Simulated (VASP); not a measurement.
Input of a VASP 6.6.1 run:

Contents of INCAR:

```
SYSTEM = Ti
ALGO = Normal ; EDIFF = 1E-6
ENCUT = 520 ; GGA = PE
ISIF = 2 ; ISMEAR = 0
LASPH = .TRUE. ; LCHARG = .TRUE.
LELF = .TRUE. ; LREAL = .FALSE.
LVHAR = .TRUE. ; LWAVE = .FALSE.
NBANDS = 12 ; NELM = 80
PREC = Accurate ; SIGMA = 0.15
```

Contents of KPOINTS:

```
k-points
0
G
  20 20 20
  0 0 0
```

POSCAR

```
Ti
1.0
    0.0000000000      2.3382312094      1.5892957530
    2.3382312094      0.0000000000      1.5892957530
    2.3382312094      2.3382312094      0.0000000000
Ti
1
Direct
    0.0000000000      0.0000000000      0.0000000000
```

Potentials or basis: VASP PAW PBE potentials, release 64 (Ti_sv).

Run with:

```console
$ cat potpaw_PBE.64/Ti_sv/POTCAR > POTCAR
$ mpirun -np 1 vasp_std > vasp.out
```

(1) Estimate the band gap on the k mesh.

(2) Predict the pressure.

## Answers

(1) zero (band 6 reaches 9.06 eV, above the bottom of band 7 at 7.45 eV).

(2) -0.9 GPa.
